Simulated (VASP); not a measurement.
A run of VASP 6.6.1:

Contents of INCAR:

```
PREC = Accurate
ENCUT = 520
EDIFF = 1E-6
ISMEAR = -1
SIGMA = 0.05
LREAL = False
LASPH = True
NELM = 80
ALGO = Normal
ISIF = 2
LWAVE = False
LCHARG = False
GGA = PE
NBANDS = 12
```

Contents of KPOINTS:

```
Automatic mesh
0
Gamma
  6 6 8
```

The input POSCAR:

```
As
1.0
    4.5664000000      0.0000000000      0.0000000000
   -2.2832000000      3.9546200000      0.0000000000
    0.0000000000      0.0000000000      2.7203904000
As
2
Direct
    0.3333300000      0.6666700000      0.0000000000
    0.6666700000      0.3333300000      0.0000000000
```

Potentials or basis: VASP PAW PBE potentials, release 64 (As).

Run with:

```console
$ cat potpaw_PBE.64/As/POTCAR > POTCAR
$ mpirun -np 1 vasp_std > vasp.out
```

Hardware: 1 thread of AMD EPYC 7R13 (shared host).

Question: Estimate the wall time of this run.

Answer: It took 74 s on 1 thread of AMD EPYC 7R13, with other jobs on the host, peak memory 0.15 GiB. Counts: scf iterations 11, k points 65.
